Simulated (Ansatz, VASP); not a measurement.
# One calculation of Mg, two programs

Contents of INCAR:

```
PREC = Accurate
ENCUT = 520
EDIFF = 1E-7
ISMEAR = -1
SIGMA = 0.1
LREAL = False
LASPH = True
NELM = 100
ALGO = Normal
ISIF = 2
LWAVE = False
LCHARG = True
GGA = PS
LELF = True
LVHAR = True
NBANDS = 9
```

Contents of KPOINTS:

```
Automatic mesh
0
Gamma
  19 19 10
```

Contents of POSCAR:

```
Mg
1.0
    3.0425140639      0.0000000000      0.0000000000
   -1.5212570319      2.6348944707      0.0000000000
    0.0000000000      0.0000000000      4.9393032870
Mg
2
Direct
    0.3333333333      0.6666666667      0.2500000000
    0.6666666667      0.3333333333      0.7500000000
```

Input for Ansatz:

```yaml
crystal:
  lattice:
    - [3.0425140639, 0.0, 0.0]
    - [-1.5212570319, 2.6348944707, 0.0]
    - [0.0, 0.0, 4.939303287]
  atoms:
    - { symbol: Mg, position: [0.3333333333, 0.6666666667, 0.25] }
    - { symbol: Mg, position: [0.6666666667, 0.3333333333, 0.75] }
hamiltonian:
  xc: pbesol
  pseudopotentials:
    kind: paw
    azcp:
      Mg: "pseudopotentials/Mg.paw.azcp"
basis:
  ecutwfc: 420
  fft_grid_basis: typed
kpoints:
  mp_grid: { grid: [19, 19, 10], shift: [0, 0, 0] }
magnetization:
  spin_polarized: false
scf:
  occupations: { method: fermi_dirac, width: 0.1 }
output:
  stress: true
```

Alike in both runs: task single point; functional PBEsol; k mesh 19 × 19 × 10; occupations fermi-dirac, width 0.1 eV; no spin polarisation.

|  | VASP | Ansatz |
| --- | --- | --- |
| version | VASP 6.6.1 | Ansatz 0.2.0 |
| potentials or method | VASP PAW PBE potentials, release 64 (Mg), cutoff 520 eV | plane waves (420 eV) with PAW, scalar-relativistic |
| valence electrons in the cell | 4 | 20 |

|  | VASP | Ansatz | Ansatz less VASP |
| --- | --- | --- | --- |
| pressure (GPa) | 6.3 | 6.2 | -0.03 |
| traceless stress, the component that is largest in VASP (GPa) | -0.11 | -0.11 | +0.007 |

VASP's potentials were made for PBE, not for PBEsol, and Ansatz warns of the same on its side. VASP's potentials hold 4 valence electrons a cell and Ansatz's 20, so a difference there can come from the potentials and not from the codes.
